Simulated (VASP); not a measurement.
# Zr7S16 (a cell with a defect) in VASP: single point with PBE+D3(BJ)

Aim: the single point of Zr7S16 (a cell with a defect) with PBE+D3(BJ).

Program: VASP 6.6.1. These are calculated values, not measurements. Logs are shortened: lines on timing, memory, paths and dates and some standing lists are left out, and cuts for length are marked.

**1. The cell of the first run**

The cell holds a defect, 23 atoms: a = 8.508 Å, b = 8.508 Å, c = 9.252 Å, α = 114.58°, β = 114.58°, γ = 95.46°.

**2. Single point, PBE+D3(BJ) (atoms taken out, then relaxed in part)**

INCAR reads:

```
SYSTEM = Zr7S16
ALGO = Normal
EDIFF = 1E-6
ENCUT = 400
GGA = PE
GGA_COMPAT = .FALSE.
ISIF = 2
ISMEAR = 0
IVDW = 12
LASPH = .TRUE.
LCHARG = .TRUE.
LELF = .TRUE.
LREAL = .FALSE.
LVHAR = .TRUE.
LWAVE = .FALSE.
NBANDS = 107
NELECT = 184.0
NELM = 120
PREC = Accurate
SIGMA = 0.05
```

KPOINTS reads:

```
k-points
0
G
  4 4 4
  0 0 0
```

POSCAR reads:

```
Zr7S16
1.0
   -5.4525295546      3.1480194061      5.7227454284
    5.4525295546     -3.1480194061      5.7227454284
    3.6350197031      6.2960388123     -5.7227454284
Zr S
7 16
Direct
    0.8750000000      0.3750000000      0.2500000000
    0.2572111541      0.2413863989      0.4941884682
    0.7369773141      0.7528020693      0.4941884682
    0.6193820861      0.1193820861      0.7387641721
    0.1306179139      0.6306179139      0.7612358279
    0.0130226859     -0.0028020693      0.0058115318
    0.4927888459      0.5086136011      0.0058115318
    0.3290361088      0.1765813649      0.2500000000
    0.8357893351      0.6692973847      0.2500000000
    0.2067192840      0.5436395276      0.4988852330
    0.7216899826      0.0448482892      0.5123189127
    0.5859095898      0.4185890693      0.7496388187
    0.0862707711      0.9189502506      0.7503611813
    0.9578340511      0.2947542946      0.0011147670
    0.4593710699      0.7825293765     -0.0123189127
    0.4209638912      0.5734186351      0.2500000000
    0.9142106649      0.0807026153      0.2500000000
    0.2906289301      0.9674706235      0.5123189127
    0.7921659489      0.4552457054      0.4988852330
    0.6637292289      0.8310497494      0.7496388187
    0.1640904102      0.3314109307      0.7503611813
    0.0283100174      0.7051517108     -0.0123189127
    0.5432807160      0.2063604724      0.0011147670
```

Potentials or basis: VASP PAW PBE potentials, release 64 (Zr_sv, S).

Command:

```
$ cat potpaw_PBE.64/Zr_sv/POTCAR potpaw_PBE.64/S/POTCAR > POTCAR
$ mpirun -np 1 vasp_std > vasp.out
```

OUTCAR:

```text
SYSTEM = Zr7S16
   EDIFF = 1E-6
   ENCUT = 400
   GGA = PE
   ISIF = 2
   ISMEAR = 0
   IVDW = 12
   LASPH = .TRUE.
   LREAL = .FALSE.
   NELECT = 184.0
   NELM = 120
   PREC = Accurate
 IVDW          = 12

 ion  position               nearest neighbor table
   1  0.875  0.375  0.250-  10 2.53  23 2.53  19 2.53  14 2.53   9 2.56  17 2.56   2 3.70   7 3.70
                             6 3.70   3 3.70   5 3.72   4 3.72
   2  0.257  0.241  0.494-  18 2.44   8 2.44  12 2.53  17 2.58  10 2.63  21 2.65   4 3.53   6 3.55
                             1 3.70   7 3.73   5 3.78
   3  0.737  0.753  0.494-  11 2.44  16 2.44  20 2.53   9 2.58  19 2.63  13 2.65   4 3.53   7 3.55
                             1 3.70   6 3.73   5 3.78
   4  0.619  0.119  0.739-  11 2.46  18 2.46  12 2.55  20 2.55  14 2.60  23 2.60   2 3.53   3 3.53
                             1 3.72   6 3.78   7 3.78
   5  0.131  0.631  0.761-  22 2.46  15 2.46  21 2.55  13 2.55  19 2.60  10 2.60   7 3.53   6 3.53
                             1 3.72   3 3.78   2 3.78
   6  0.013  0.997  0.006-  22 2.44   8 2.44  13 2.53  17 2.58  14 2.63  20 2.65   5 3.53   2 3.55
                             1 3.70   3 3.73   4 3.78
   7  0.493  0.509  0.006-  15 2.44  16 2.44  21 2.53   9 2.58  23 2.63  12 2.65   5 3.53   3 3.55
                             1 3.70   2 3.73   4 3.78
   8  0.329  0.177  0.250-   6 2.44   2 2.44
   9  0.836  0.669  0.250-   1 2.56   7 2.58   3 2.58
  10  0.207  0.544  0.499-   1 2.53   5 2.60   2 2.63
  11  0.722  0.045  0.512-   3 2.44   4 2.46
  12  0.586  0.419  0.750-   2 2.53   4 2.55   7 2.65
  13  0.086  0.919  0.750-   6 2.53   5 2.55   3 2.65
  14  0.958  0.295  0.001-   1 2.53   4 2.60   6 2.63
  15  0.459  0.783  0.988-   7 2.44   5 2.46
  16  0.421  0.573  0.250-   3 2.44   7 2.44
  17  0.914  0.081  0.250-   1 2.56   2 2.58   6 2.58
  18  0.291  0.967  0.512-   2 2.44   4 2.46
  19  0.792  0.455  0.499-   1 2.53   5 2.60   3 2.63
  20  0.664  0.831  0.750-   3 2.53   4 2.55   6 2.65
  21  0.164  0.331  0.750-   7 2.53   5 2.55   2 2.65
  22  0.028  0.705  0.988-   6 2.44   5 2.46
  23  0.543  0.206  0.001-   1 2.53   4 2.60   7 2.63

  LATTYP: Found a face centered orthorhombic cell.
 ALAT       =    11.4454908568
 B/A-ratio  =     1.1001780336
 C/A-ratio  =     1.2703761677

  Lattice vectors:

 A1 = (   9.0875492577,   3.1480194062,   0.0000000000)
 A2 = (   3.6350197031,   6.2960388123,   5.7227454284)
 A3 = (   5.4525295546,  -3.1480194061,   5.7227454284)

Analysis of symmetry for initial positions (statically):
=====================================================================
 Subroutine PRICEL returns:
 Original cell was already a primitive cell.

 Routine SETGRP: Setting up the symmetry group for a
 face centered orthorhombic supercell.

 Subroutine GETGRP returns: Found  4 space group operations
 (whereof  1 operations were pure point group operations)
 out of a pool of  8 trial point group operations.

The static configuration has the point symmetry C_1 .
 The point group associated with its full space group is C_2h.

Analysis of symmetry for dynamics (positions and initial velocities):
=====================================================================
 Subroutine PRICEL returns:
 Original cell was already a primitive cell.

 Routine SETGRP: Setting up the symmetry group for a
 face centered orthorhombic supercell.

 Subroutine GETGRP returns: Found  4 space group operations
 (whereof  1 operations were pure point group operations)
 out of a pool of  8 trial point group operations.

The dynamic configuration has the point symmetry C_1 .
 The point group associated with its full space group is C_2h.

 Subroutine INISYM returns: Found  4 space group operations
 (whereof  1 operations are pure point group operations),
 and found     1 'primitive' translations

----------------------------------------------------------------------------------------

                                     Primitive cell

  volume of cell :     523.8882

  direct lattice vectors                    reciprocal lattice vectors
    -5.452529555  3.148019406  5.722745428    -0.034387709  0.099268765  0.087370652
     5.452529555 -3.148019406  5.722745428     0.103163127  0.019853753  0.087370652
     3.635019703  6.296038812 -5.722745428     0.068775418  0.119122519  0.000000000

  length of vectors
     8.508226605  8.508226605  9.252204505     0.136639794  0.136639794  0.137550836

  position of ions in fractional coordinates (direct lattice)
     0.875000000  0.375000000  0.250000000
     0.257211154  0.241386399  0.494188468
     0.736977314  0.752802069  0.494188468
     0.619382086  0.119382086  0.738764172
     0.130617914  0.630617914  0.761235828
     0.013022686  0.997197931  0.005811532
[... 15 lines left out ...]
     0.028310017  0.705151711  0.987681087
     0.543280716  0.206360472  0.001114767

  ion indices of the primitive-cell ions
   primitive index   ion index
                 1           1
                 2           2
                 3           3
                 4           4
                 5           5
                 6           6
[... 15 lines left out ...]
                22          22
                23          23

----------------------------------------------------------------------------------------

 KPOINTS: k-points

Automatic generation of k-mesh.
 Grid dimensions read from file:
 generate k-points for:    4    4    4

 Generating k-lattice:

  Cartesian coordinates                     Fractional coordinates (reciprocal lattice)
    -0.008596927  0.024817191  0.021842663     0.250000000 -0.000000000  0.000000000
     0.025790782  0.004963438  0.021842663    -0.000000000  0.250000000  0.000000000
     0.017193855  0.029780630  0.000000000     0.000000000  0.000000000  0.250000000

  Length of vectors
     0.034159948  0.034159948  0.034387709

  Shift w.r.t. Gamma in fractional coordinates (k-lattice)
     0.000000000  0.000000000  0.000000000

 Subroutine IBZKPT returns following result:
 ===========================================

 Found     24 irreducible k-points:

 Following reciprocal coordinates:
            Coordinates               Weight
  0.000000  0.000000  0.000000      1.000000
  0.250000  0.000000  0.000000      4.000000
  0.000000  0.250000 -0.250000      4.000000
  0.500000  0.000000  0.000000      2.000000
  0.000000  0.500000  0.500000      2.000000
  0.250000  0.250000 -0.000000      4.000000
[... 16 lines left out ...]
 -0.250000  0.250000  0.500000      2.000000
  0.500000  0.500000  0.500000      1.000000
   k-points           NKPTS =     24   k-points in BZ     NKDIM =     24   number of bands    NBANDS=    107
   number of dos      NEDOS =    301   number of ions     NIONS =     23
   total plane-waves  NPLWV = 188160
   dimension x,y,z NGX =    56 NGY =   56 NGZ =   60
   dimension x,y,z NGXF=   112 NGYF=  112 NGZF=  120
   ions per type =               7  16
   NGX,Y,Z   is equivalent  to a cutoff of  10.94, 10.94, 10.78 a.u.
   NGXF,Y,Z  is equivalent  to a cutoff of  21.88, 21.88, 21.56 a.u.
 SYSTEM =  Zr7S16
   PREC   = accura    normal or accurate (medium, high low for compatibility)
   ISTART =      0    job   : 0-new  1-cont  2-samecut
   ICHARG =      2    charge: 1-file 2-atom 10-const
   ISPIN  =      1    spin polarized calculation?
   LNONCOLLINEAR =      F non collinear calculations
   LSORBIT =      F    spin-orbit coupling
   LASPH  =      T    aspherical Exc in radial PAW
   ENCUT  =  400.0 eV  29.40 Ry    5.42 a.u.  13.87 13.87 15.09*2*pi/ulx,y,z
   NELM   =    120;   NELMIN=  2; NELMDL= -5     # of ELM steps
   EDIFF  = 0.1E-05   stopping-criterion for ELM
   LREAL  =      F    real-space projection
   EDIFFG = 0.1E-04   stopping-criterion for IOM
   NSW    =      0    number of steps for IOM
   IBRION =     -1    ionic relax: 0-MD 1-quasi-New 2-CG
   NFREE  =      0    steps in history (QN), initial steepest desc. (CG)
   ISIF   =      2    stress and relaxation
   ISYM   =      2    0-nonsym 1-usesym 2-fastsym
   POTIM  = 0.5000    time-step for ionic-motion
   TEBEG  =    0.0;   TEEND  =   0.0 temperature during run
   PSTRESS=    0.0 pullay stress
   NELECT =     184.0000    total number of electrons
   NUPDOWN=      -1.0000    fix difference up-down
   EMIN   =  10.00;   EMAX   =-10.00  energy-range for DOS
   EFERMI =   0.00;   METHOD = LEGACY
   ISMEAR =     0;   SIGMA  =   0.05  broadening in eV -4-tet -1-fermi 0-gaus
   EFERMI_NEDOS =   21; number of points for ismear=-14 and -15
   IALGO  =     38    algorithm
   IMIX   =      4    mixing-type and parameters
     AMIX     =   0.40;   BMIX     =  1.00
     AMIX_MAG =   1.60;   BMIX_MAG =  1.00
  volume/ion in A,a.u.               =      22.78       153.71
  Fermi-wavevector in a.u.,A,eV,Ry     =   1.155051  2.182730 18.152122  1.334143
  Thomas-Fermi vector in A             =   2.291683
   LORBIT       =      0    0 simple, 1 ext, 2 COOP (PROOUT), +10 PAW based schemes
   GGA     = PE    functional components
   LHFCALC =     F    Hartree Fock is set to
   AEXX    =    0.0000 exact exchange contribution
   IVDW    =    12    specifies the selected vdW correction
   LEPSILON=     F    determine dielectric tensor
   LRPA    =     F    only Hartree local field effects (RPA)
 non-spin polarized calculation
 Gauss-broadening in eV      SIGMA  =   0.05
  energy-cutoff  :      400.00
  volume of cell :      523.89
 maximum number of plane-waves:      9536
   NGX = 27   NGY = 27   NGZ = 31

 number of electron     184.0000002 magnetization

 Free energy of the ion-electron system (eV)
  ---------------------------------------------------
  ext. energy  EPLUGINS =         0.00000000
  ---------------------------------------------------
  free energy    TOTEN  =      -136.20234597 eV

  energy without entropy =     -136.20234597  energy(sigma->0) =     -136.20234597

 E-fermi :   4.9434     XC(G=0):  -9.6772

 val. band max:        4.6745622268   @ k =   0.0000   0.0000   0.0000
 cond. band min:       5.5688625074   @ k =   0.0000   0.0000   0.5000
 fundamental gap:      0.8943002807
 Fermi energy:         4.9433970724

 k-point     1 :       0.0000    0.0000    0.0000
  band No.  band energies     occupation
      1     -44.4838      2.00000
      2     -44.2624      2.00000
      3     -44.2564      2.00000
      4     -44.2529      2.00000
      5     -44.2495      2.00000
      6     -44.2313      2.00000
[... 2557 lines left out ...]
    103       7.1480      0.00000
    104       7.3141      0.00000
 [bands above 104 left out]

------------------------ aborting loop because EDIFF is reached ----------------------------------------

 Edisp (eV)   -7.82959

 E8    (eV) :    -3.2912

  FORCE on cell =-STRESS in cart. coord.  units (eV):
  Direction    XX          YY          ZZ          XY          YZ          ZX
  --------------------------------------------------------------------------------------
  -------------------------------------------------------------------------------------
  Total      39.43970    39.53098    43.06638     0.07905     0.07780    -0.13476
  in kB     120.61620   120.89535   131.70746     0.24175     0.23794    -0.41212
  external pressure =      124.41 kB  Pullay stress =        0.00 kB

 VOLUME and BASIS-vectors are now :
 -----------------------------------------------------------------------------
  energy-cutoff  :      400.00
  volume of cell :      523.89
      direct lattice vectors                 reciprocal lattice vectors
    -5.452529555  3.148019406  5.722745428    -0.034387709  0.099268765  0.087370652
     5.452529555 -3.148019406  5.722745428     0.103163127  0.019853753  0.087370652
     3.635019703  6.296038812 -5.722745428     0.068775418  0.119122519  0.000000000

 POSITION                                       TOTAL-FORCE (eV/Angst)
 -----------------------------------------------------------------------------------
     -1.81751      3.14802      5.72275         0.000000     -0.000000      0.000000
      1.71010      3.16125      0.02523        -0.004095      0.019153     -0.000461
      1.88267      3.06161      5.69751         0.018635      0.006031      0.000461
     -0.04084      6.22530      0.00000        -0.000004     -0.000007      0.000000
      5.49337      3.21876     -0.00000         0.000004      0.000007     -0.000000
      5.38737     -3.06161      5.74798        -0.018635     -0.006031     -0.000461
[... 15 lines left out ...]
      7.28074      4.08777     -1.45483         0.013069      0.004437     -0.003466
     -1.83302      1.06765      4.28363         0.001538     -0.003726     -0.008505
 -----------------------------------------------------------------------------------
    total drift:                                0.000000      0.000000      0.000000

  FREE ENERGIE OF THE ION-ELECTRON SYSTEM (eV)
  ---------------------------------------------------
  free  energy   TOTEN  =      -144.0319407871 eV

  energy  without entropy=     -144.0319407871  energy(sigma->0) =     -144.03194079
```

It took 34 min on 1 thread of Oxide Virtual Turin-like, shared host; peak memory 0.8 GiB.

What came out:

| Property | Result |
| --- | --- |
| Free energy | -144.0319 eV |
| Largest force | 0.030 eV/Å |
| Dispersion energy per atom | -0.340 eV |

Forces in eV/Å, atoms in the order of the input:
```
Zr   0.000  0.000  0.000
Zr  -0.004  0.019  0.000
Zr   0.019  0.006  0.000
Zr   0.000  0.000  0.000
Zr   0.000  0.000  0.000
Zr  -0.019 -0.006  0.000
Zr   0.004 -0.019  0.000
S   -0.001  0.001  0.010
S   -0.018  0.010  0.022
S   -0.002  0.004  0.009
S   -0.013 -0.004  0.003
S   -0.007 -0.005  0.004
S    0.001  0.008  0.004
S   -0.004 -0.001  0.009
S   -0.003  0.014  0.003
S    0.001 -0.001 -0.010
S    0.018 -0.010 -0.022
S    0.003 -0.014 -0.003
S    0.004  0.001 -0.009
S   -0.001 -0.008 -0.004
S    0.007  0.005 -0.004
S    0.013  0.004 -0.003
S    0.002 -0.004 -0.009
```

Caveat: the cell carries a net charge on a neutralising background, which shifts energy and pressure; the cell differs from its parent crystal (atoms taken out, then relaxed in part); the cell is charged against a uniform background, so pressure and absolute levels hang on convention.
